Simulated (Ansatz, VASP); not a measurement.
# Two plane-wave programs on Hf4N

```xyz
5
Lattice="4.5125 0.0000 0.0000 0.0000 4.5125 0.0000 0.0000 0.0000 4.5125" Properties=species:S:1:pos:R:3 pbc="T T T"
Hf    0.0000    0.0000    0.0000
Hf    2.2562    2.2562    0.0000
Hf    2.2562    0.0000    2.2562
Hf    0.0000    2.2562    2.2562
N     2.2562    2.2562    2.2562
```

Change from the starting cell: species swapped into the Mn4N type (Pm-3m, No. 221).

Alike in both runs: functional PBE; k mesh 8 × 8 × 8; occupations gaussian, width 0.1 eV; no spin polarisation.

Ansatz relaxed the structure, and its values are those at the end. VASP's run is a single point on that final structure, the one shown.

```csv
,VASP,Ansatz
version,VASP 6.6.1,Ansatz 0.2.0
potentials or method,"VASP PAW PBE potentials, release 64 (Hf_pv, N), cutoff 520 eV","scalar-relativistic, plane waves, PAW"
valence electrons in the cell,45,109
```

```csv
,VASP,Ansatz,Ansatz less VASP
gap on the k mesh at the Fermi level (eV),none,none,-
pressure (GPa),-0.8,0.0,+0.83
```

A gap of «none» marks a metal or a gap that the smearing closes. VASP's potentials hold 45 valence electrons a cell and Ansatz's 109, so a difference there can come from the potentials and not from the codes.

Neither program's run includes spin-orbit coupling.
